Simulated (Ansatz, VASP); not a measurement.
## One calculation of SiO2, two programs

```
Si O
1.0
     5.15823    0.00000    0.00000
     0.00000    5.15823    0.00000
     0.00000    0.00000    7.23743
Si O
4 8
Cartesian
  1.4725 1.4725 0.0000
  1.1066 4.0516 1.8094
  3.6857 3.6857 3.6187
  4.0516 1.1066 5.4281
  1.2593 0.3906 1.1943
  2.1885 3.8384 3.0036
  3.8989 4.7676 4.8130
  2.9697 1.3198 6.6223
  3.8384 2.1885 4.2338
  4.7676 3.8989 2.4245
  1.3198 2.9697 0.6151
  0.3906 1.2593 6.0432
```

Alike in both runs: functional BLYP; k mesh 4 × 4 × 3; no spin polarisation.

Ansatz relaxed the structure, and its values are those at the end. VASP's run is a single point on that final structure, the one shown.

|  | VASP | Ansatz |
| --- | --- | --- |
| version | VASP 6.6.1 | Ansatz 0.2.0 |
| potentials or method | VASP PAW PBE potentials, release 64 (Si, O) | scalar-relativistic, plane waves, PAW |
| plane-wave cutoff (eV) | 520 | 420 |
| occupations | gaussian, width 0.01 eV | fixed |
| valence electrons in the cell | 64 | 64 |

```csv
,VASP,Ansatz,Ansatz less VASP
pressure (GPa),0.6,0.0,-0.64
rms of the force components (eV/Å),0.014,0.000,-0.0143
```

VASP's potentials were made for PBE, not for BLYP.
